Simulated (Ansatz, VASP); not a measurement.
Sb: VASP beside Ansatz

```
CELL_PARAMETERS angstrom
3.33385 0.00000 0.00000
0.00000 3.33385 0.00000
0.00000 0.00000 20.71480
ATOMIC_POSITIONS crystal
Sb 0.00000 0.00000 0.38620
Sb 0.50000 0.50000 0.50000
Sb 0.00000 0.00000 0.61380
```

Alike in both runs: task single point; functional PBEsol; k mesh 11 × 11 × 1; occupations fermi-dirac, width 0.1 eV; no spin polarisation.

```csv
,VASP,Ansatz
version,VASP 6.6.1,Ansatz 0.2.0
potentials or method,"VASP PAW PBE potentials, release 64 (Sb)","PAW with Ansatz's default frozen-core files, scalar-relativistic"
plane-wave cutoff (eV),520,420
valence electrons in the cell,15,45
```

```tsv
	VASP	Ansatz	Ansatz less VASP
rms of the force components (eV/Å)	0.096	0.096	-0.0007
```

VASP's potentials were made for PBE, not for PBEsol. Atom by atom the forces differ by 0.001 eV/Å (rms over components). VASP's potentials hold 15 valence electrons a cell and Ansatz's 45, so a difference there can come from the potentials and not from the codes.

Neither program's run includes spin-orbit coupling.
